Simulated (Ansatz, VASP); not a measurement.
# One calculation of GaN, two programs

```
CELL_PARAMETERS angstrom
3.18280 0.00000 0.00000
-1.59140 2.75639 0.00000
0.00000 0.00000 5.18520
ATOMIC_POSITIONS crystal
Ga 0.66667 0.33333 0.49917
Ga 0.33333 0.66667 0.99917
N 0.66667 0.33333 0.87583
N 0.33333 0.66667 0.37583
```

Alike in both runs: functional PBEsol; k mesh 9 × 9 × 6; occupations gaussian, width 0.02 eV; no spin polarisation.

Ansatz relaxed the structure, and its values are those at the end. VASP's run is a single point on that final structure, the one shown.

|  | VASP | Ansatz |
| --- | --- | --- |
| version | VASP 6.6.1 | Ansatz 0.2.0 |
| potentials or method | VASP PAW PBE potentials, release 64 (Ga_d, N), cutoff 520 eV | scalar-relativistic, plane waves, PAW |
| valence electrons in the cell | 36 | 36 |

```tsv
	VASP	Ansatz	Ansatz less VASP
gap on the k mesh at the Fermi level (eV)	1.89	1.88	-0.019
least direct gap on the mesh (eV)	1.89	1.88	-0.019
pressure (GPa)	-0.2	0.0	+0.21
```

VASP's potentials were made for PBE, not for PBEsol.
